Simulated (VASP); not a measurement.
# MgTe (P6_3mc) in VASP: single point with HSE06

Aim: the single point of MgTe with HSE06.

Program: VASP 6.6.1. These are calculated values, not measurements. Logs are shortened: lines on timing, memory, paths and dates and some standing lists are left out, and cuts for length are marked.

**1. The cell of the first run**

It takes space group P6_3mc (No. 186, hexagonal). The conventional cell has a = 4.578 Å, b = 4.578 Å, c = 7.456 Å, α = 90.00°, β = 90.00°, γ = 120.00°. Mg (site symmetry 3m) has 4 Te at 2.80 Å within 3.7 Å. Within 3.7 Å of Te (site symmetry 3m) lie 4 Mg at 2.80 Å.

**2. Single point, HSE06**

POSCAR

```
MgTe
1.0
    4.5775104488      0.0000000000      0.0000000000
   -2.2887552244      3.9642403347      0.0000000000
    0.0000000000      0.0000000000      7.4555751524
Mg Te
2 2
Direct
    0.3333333333      0.6666666667      0.0043977340
    0.6666666667      0.3333333333      0.5043977340
    0.3333333333      0.6666666667      0.3806022660
    0.6666666667      0.3333333333      0.8806022660
```

INCAR.step1

```
SYSTEM = MgTe
PREC = Accurate ; ENCUT = 520
EDIFF = 1E-5 ; ISMEAR = 0
SIGMA = 0.01 ; LREAL = .False.
LASPH = .True. ; NELM = 120
ALGO = Normal ; ISIF = 2
LWAVE = .True. ; GGA = PE
NBANDS = 16 ; GGA_COMPAT = .False.
```

INCAR.step2

```
SYSTEM = MgTe
PREC = Accurate ; ENCUT = 520
EDIFF = 1E-6 ; ISMEAR = 0
SIGMA = 0.01 ; LREAL = .False.
LASPH = .True. ; NELM = 120
ALGO = Normal ; ISIF = 2
LWAVE = .False. ; LCHARG = .True.
GGA = PE ; LHFCALC = .True.
HFSCREEN = 0.2079 ; PRECFOCK = Normal
LELF = .True. ; LVHAR = .True.
ISTART = 1 ; NBANDS = 16
GGA_COMPAT = .False.
```

KPOINTS

```
Automatic mesh
0
Gamma
  6 6 2
  0 0 0
```

Potentials or basis: VASP PAW PBE potentials, release 64 (Mg, Te).

The run is started by

```
> cat potpaw_PBE.64/Mg/POTCAR potpaw_PBE.64/Te/POTCAR > POTCAR
> cp INCAR.step1 INCAR
> mpirun -np 1 vasp_std > vasp.out
> cp INCAR.step2 INCAR
> mpirun -np 1 vasp_std > vasp.out
```

OUTCAR:

```text
SYSTEM = MgTe
   PREC = Accurate
   ENCUT = 520
   EDIFF = 1E-6
   ISMEAR = 0
   LREAL = .False.
   LASPH = .True.
   NELM = 120
   ISIF = 2
   GGA = PE
   LHFCALC = .True.
   HFSCREEN = 0.2079
   PRECFOCK = Normal
   ISTART = 1

 ion  position               nearest neighbor table
   1  0.333  0.667  0.004-   4 2.80   4 2.80   4 2.80   3 2.80
   2  0.667  0.333  0.504-   3 2.80   3 2.80   3 2.80   4 2.80
   3  0.333  0.667  0.381-   2 2.80   2 2.80   2 2.80   1 2.80
   4  0.667  0.333  0.881-   1 2.80   1 2.80   1 2.80   2 2.80

  LATTYP: Found a hexagonal cell.
 ALAT       =     4.5775104488
 C/A-ratio  =     1.6287401713

  Lattice vectors:

 A1 = (   4.5775104488,   0.0000000000,   0.0000000000)
 A2 = (  -2.2887552244,   3.9642403347,   0.0000000000)
 A3 = (   0.0000000000,   0.0000000000,   7.4555751524)

Analysis of symmetry for initial positions (statically):
=====================================================================
 Subroutine PRICEL returns:
 Original cell was already a primitive cell.

 Routine SETGRP: Setting up the symmetry group for a
 hexagonal supercell.

 Subroutine GETGRP returns: Found 12 space group operations
 (whereof  6 operations were pure point group operations)
 out of a pool of 24 trial point group operations.

The static configuration has the point symmetry C_3v.
 The point group associated with its full space group is C_6v.

Analysis of symmetry for dynamics (positions and initial velocities):
=====================================================================
 Subroutine PRICEL returns:
 Original cell was already a primitive cell.

 Routine SETGRP: Setting up the symmetry group for a
 hexagonal supercell.

 Subroutine GETGRP returns: Found 12 space group operations
 (whereof  6 operations were pure point group operations)
 out of a pool of 24 trial point group operations.

The dynamic configuration has the point symmetry C_3v.
 The point group associated with its full space group is C_6v.

 Subroutine INISYM returns: Found 12 space group operations
 (whereof  6 operations are pure point group operations),
 and found     1 'primitive' translations

----------------------------------------------------------------------------------------

                                     Primitive cell

  volume of cell :     135.2915

  direct lattice vectors                    reciprocal lattice vectors
     4.577510449  0.000000000  0.000000000     0.218459359  0.126127570  0.000000000
    -2.288755224  3.964240335  0.000000000     0.000000000  0.252255140  0.000000000
     0.000000000  0.000000000  7.455575152     0.000000000  0.000000000  0.134127814

  length of vectors
     4.577510449  4.577510449  7.455575152     0.252255140  0.252255140  0.134127814

  position of ions in fractional coordinates (direct lattice)
     0.333333333  0.666666667  0.004397734
     0.666666667  0.333333333  0.504397734
     0.333333333  0.666666667  0.380602266
     0.666666667  0.333333333  0.880602266

  ion indices of the primitive-cell ions
   primitive index   ion index
                 1           1
                 2           2
                 3           3
                 4           4

----------------------------------------------------------------------------------------

 KPOINTS: Automatic mesh

Automatic generation of k-mesh.
 Grid dimensions read from file:
 generate k-points for:    6    6    2

 Generating k-lattice:

  Cartesian coordinates                     Fractional coordinates (reciprocal lattice)
     0.036409893  0.021021262  0.000000000     0.166666667 -0.000000000  0.000000000
     0.000000000  0.042042523  0.000000000     0.000000000  0.166666667  0.000000000
     0.000000000  0.000000000  0.067063907     0.000000000  0.000000000  0.500000000

  Length of vectors
     0.042042523  0.042042523  0.067063907

  Shift w.r.t. Gamma in fractional coordinates (k-lattice)
     0.000000000  0.000000000  0.000000000

 Subroutine IBZKPT returns following result:
 ===========================================

 Found     14 irreducible k-points:

 Following reciprocal coordinates:
            Coordinates               Weight
  0.000000  0.000000  0.000000      1.000000
  0.166667 -0.000000  0.000000      6.000000
  0.333333  0.000000  0.000000      6.000000
  0.500000  0.000000  0.000000      3.000000
  0.166667  0.166667  0.000000      6.000000
  0.333333  0.166667  0.000000     12.000000
  0.333333  0.333333  0.000000      2.000000
  0.000000  0.000000  0.500000      1.000000
  0.166667 -0.000000  0.500000      6.000000
  0.333333  0.000000  0.500000      6.000000
  0.500000  0.000000  0.500000      3.000000
  0.166667  0.166667  0.500000      6.000000
  0.333333  0.166667  0.500000     12.000000
  0.333333  0.333333  0.500000      2.000000
   k-points           NKPTS =     14   k-points in BZ     NKDIM =     72   number of bands    NBANDS=     16
   number of dos      NEDOS =    301   number of ions     NIONS =      4
   total plane-waves  NPLWV =  72576
   dimension x,y,z NGX =    36 NGY =   36 NGZ =   56
   dimension x,y,z NGXF=    72 NGYF=   72 NGZF=  112
   ions per type =               2   2
   NGX,Y,Z   is equivalent  to a cutoff of  13.07, 13.07, 12.49 a.u.
   NGXF,Y,Z  is equivalent  to a cutoff of  26.15, 26.15, 24.97 a.u.
 SYSTEM =  MgTe
   PREC   = accura    normal or accurate (medium, high low for compatibility)
   ISTART =      1    job   : 0-new  1-cont  2-samecut
   ICHARG =      0    charge: 1-file 2-atom 10-const
   ISPIN  =      1    spin polarized calculation?
   LNONCOLLINEAR =      F non collinear calculations
   LSORBIT =      F    spin-orbit coupling
   LASPH  =      T    aspherical Exc in radial PAW
   ENCUT  =  520.0 eV  38.22 Ry    6.18 a.u.   8.51  8.51 13.86*2*pi/ulx,y,z
   NELM   =    120;   NELMIN=  2; NELMDL=  0     # of ELM steps
   EDIFF  = 0.1E-05   stopping-criterion for ELM
   LREAL  =      F    real-space projection
   EDIFFG = 0.1E-04   stopping-criterion for IOM
   NSW    =      0    number of steps for IOM
   IBRION =     -1    ionic relax: 0-MD 1-quasi-New 2-CG
   NFREE  =      0    steps in history (QN), initial steepest desc. (CG)
   ISIF   =      2    stress and relaxation
   ISYM   =      3    0-nonsym 1-usesym 2-fastsym
   POTIM  = 0.5000    time-step for ionic-motion
   TEBEG  =    0.0;   TEEND  =   0.0 temperature during run
   PSTRESS=    0.0 pullay stress
   NELECT =      16.0000    total number of electrons
   NUPDOWN=      -1.0000    fix difference up-down
   EMIN   =  10.00;   EMAX   =-10.00  energy-range for DOS
   EFERMI =   0.00;   METHOD = LEGACY
   ISMEAR =     0;   SIGMA  =   0.01  broadening in eV -4-tet -1-fermi 0-gaus
   EFERMI_NEDOS =   21; number of points for ismear=-14 and -15
   IALGO  =     38    algorithm
   IMIX   =      1    mixing-type and parameters
     AMIX     =   0.40;   BMIX     =  1.00
     AMIX_MAG =   1.60;   BMIX_MAG =  1.00
  volume/ion in A,a.u.               =      33.82       228.25
  Fermi-wavevector in a.u.,A,eV,Ry     =   0.803572  1.518530  8.785657  0.645728
  Thomas-Fermi vector in A             =   1.911464
   LORBIT       =      0    0 simple, 1 ext, 2 COOP (PROOUT), +10 PAW based schemes
   GGA     = PE    functional components
   LHFCALC =     T    Hartree Fock is set to
   PRECFOCK=normal    Normal, Fast or Accurate (Low or Medium for compatibility)
   ENCUT4O =  -1.0   cutoff for four orbital integrals eV
   NKREDX  =     1    reduce k-point grid by
   NKREDY  =     1    reduce k-point grid by
   NKREDZ  =     1    reduce k-point grid by
   AEXX    =    0.2500 exact exchange contribution
   HFSCREEN=    0.2079 screening length (either q_TF or 0.3 A-1)
   HFSCREENC=   0.2079 screening length for correlation (either q_TF or 0.3 A-1)
   ENCUTFOCK=  -1.0 apply spherical cutoff to Coloumb kernel
   IVDW    =     0    specifies the selected vdW correction
   LEPSILON=     F    determine dielectric tensor
   LRPA    =     F    only Hartree local field effects (RPA)
 non-spin polarized calculation
 Gauss-broadening in eV      SIGMA  =   0.01
  energy-cutoff  :      520.00
  volume of cell :      135.29
 maximum number of plane-waves:      3669
 NGX is ok and might be reduce to    36
  NGX = 28; NGY = 28; NGZ = 42

 number of electron      16.0000000 magnetization

 Free energy of the ion-electron system (eV)
  ---------------------------------------------------
  ext. energy  EPLUGINS =         0.00000000
  ---------------------------------------------------
  free energy    TOTEN  =       -15.12137758 eV

  energy without entropy =      -15.12137758  energy(sigma->0) =      -15.12137758

 E-fermi :   1.3787     XC(G=0):  -6.5884

 val. band max:        1.3220129069   @ k =   0.0000   0.0000   0.0000
 cond. band min:       4.5280316202   @ k =   0.0000   0.0000   0.0000
 fundamental gap:      3.2060187134
 Fermi energy:         1.3786622540

 k-point     1 :       0.0000    0.0000    0.0000
  band No.  band energies     occupation
      1      -9.8086      2.00000
      2      -9.1302      2.00000
      3      -2.1860      2.00000
      4       0.7961      2.00000
      5       0.7961      2.00000
      6       1.3206      2.00000
[... 8 lines left out ...]
     15       8.5269      0.00000
     16       9.5192      0.00000

 k-point     2 :       0.1667   -0.0000    0.0000
  band No.  band energies     occupation
      1      -9.6784      2.00000
      2      -9.0591      2.00000
      3      -1.9975      2.00000
      4      -0.0908      2.00000
      5       0.3571      2.00000
      6       0.5513      2.00000
[... 8 lines left out ...]
     15       8.5576      0.00000
     16       9.0900      0.00000

 k-point     3 :       0.3333    0.0000    0.0000
  band No.  band energies     occupation
      1      -9.3659      2.00000
      2      -8.9341      2.00000
      3      -1.7068      2.00000
      4      -1.1308      2.00000
      5      -0.8704      2.00000
      6       0.1655      2.00000
[... 8 lines left out ...]
     15       9.2522      0.00000
     16      10.2374      0.00000
[... 172 lines left out ...]
 k-point    13 :       0.3333    0.1667    0.5000
  band No.  band energies     occupation
      1      -9.0312      2.00000
      2      -9.0312      2.00000
      3      -1.8990      2.00000
      4      -1.8990      2.00000
      5      -0.2033      2.00000
      6      -0.2033      2.00000
[... 8 lines left out ...]
     15       9.7465      0.00000
     16       9.7465      0.00000

 k-point    14 :       0.3333    0.3333    0.5000
  band No.  band energies     occupation
      1      -8.9650      2.00000
      2      -8.9650      2.00000
      3      -1.8573      2.00000
      4      -1.8573      2.00000
      5      -0.7389      2.00000
      6      -0.7389      2.00000
[... 8 lines left out ...]
     15       9.6352      0.00000
     16       9.6352      0.00000

------------------------ aborting loop because EDIFF is reached ----------------------------------------

  FORCE on cell =-STRESS in cart. coord.  units (eV):
  Direction    XX          YY          ZZ          XY          YZ          ZX
  --------------------------------------------------------------------------------------
  -------------------------------------------------------------------------------------
  Total       -0.1951543     -0.1951543     -0.2197025      0.0000000      0.0000000      0.0000000
  in kB       -2.3110975     -2.3110975     -2.6018070      0.0000000      0.0000000      0.0000000
  external PRESSURE =      -2.4080007 kB  Pullay stress =       0.0000000 kB

 VOLUME and BASIS-vectors are now :
 -----------------------------------------------------------------------------
  energy-cutoff  :      520.00
  volume of cell :      135.29
      direct lattice vectors                 reciprocal lattice vectors
     4.577510449  0.000000000  0.000000000     0.218459359  0.126127570  0.000000000
    -2.288755224  3.964240335  0.000000000     0.000000000  0.252255140  0.000000000
     0.000000000  0.000000000  7.455575152     0.000000000  0.000000000  0.134127814

 POSITION                                       TOTAL-FORCE (eV/Angst)
 -----------------------------------------------------------------------------------
     -0.00000      2.64283      0.03279        -0.000000     -0.000000     -0.001614
      2.28876      1.32141      3.76058        -0.000000      0.000000     -0.001614
     -0.00000      2.64283      2.83761         0.000000     -0.000000      0.001614
      2.28876      1.32141      6.56540        -0.000000      0.000000      0.001614
 -----------------------------------------------------------------------------------
    total drift:                               -0.000000     -0.000000      0.000798

  FREE ENERGIE OF THE ION-ELECTRON SYSTEM (eV)
  ---------------------------------------------------
  free  energy   TOTEN  =       -15.1213775803 eV

  energy  without entropy=      -15.1213775803  energy(sigma->0) =      -15.12137758
```

Run time: 48 min. Hardware: 1 thread of AMD EPYC 7R43 (Zen 3), shared host; peak memory 0.33 GiB.

What came out:

- Free energy: -15.1214 eV
- Pressure: -0.2 GPa
- Band gap on the k mesh: 3.21 eV

Caveat: the k points lie up to 0.42 Å⁻¹ apart; the PAW data sets were made with another functional, which shifts forces and pressure a little; spin-orbit coupling is left out, which moves the levels of the heavy elements.
